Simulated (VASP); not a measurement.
A run of VASP 6.6.1 is set up as follows.

The input INCAR:

```
SYSTEM = Pt
PREC     = Accurate       ! precision mode
ENCUT    = 500            ! plane-wave cutoff, eV
EDIFF    = 1E-6           ! SCF threshold, eV
ISMEAR   = 0              ! smearing method
SIGMA    = 0.1            ! smearing width, eV
LREAL    = .FALSE.        ! projectors in reciprocal space
LASPH    = .TRUE.         ! aspherical terms in the spheres
NELM     = 120            ! most SCF steps
ALGO     = Normal         ! electronic algorithm
ISIF     = 2              ! what is computed and relaxed
LWAVE    = .FALSE.        ! write WAVECAR
LCHARG   = .TRUE.         ! write CHGCAR
GGA      = PS             ! functional
LELF     = .TRUE.         ! ELF
LVHAR    = .TRUE.       
NBANDS   = 11             ! bands
GGA_COMPAT= .FALSE.
```

KPOINTS

```
regular mesh
0
G
  8 8 8
  0 0 0
```

The input POSCAR:

```
Pt
1.0
   -1.3841718018      1.3841718018      1.9578648627
    1.3841718018     -1.3841718018      1.9578648627
    1.3841718018      1.3841718018     -1.9578648627
Pt
1
Direct
    0.0000000000      0.0000000000      0.0000000000
```

Potentials or basis: VASP PAW PBE potentials, release 64 (Pt).

Command:

```console
$ cat potpaw_PBE.64/Pt/POTCAR > POTCAR
$ mpirun -np 1 vasp_std > vasp.out
```

(1) Predict the band gap on the k mesh.

(2) Predict the pressure.

## Answers

(1) zero (bands 5 and 6 overlap by 2.24 eV).

(2) -0.4 GPa.

Caveat: the PAW data sets were made with another functional, which shifts forces and pressure a little; spin-orbit coupling is left out, which moves the levels of the heavy elements.
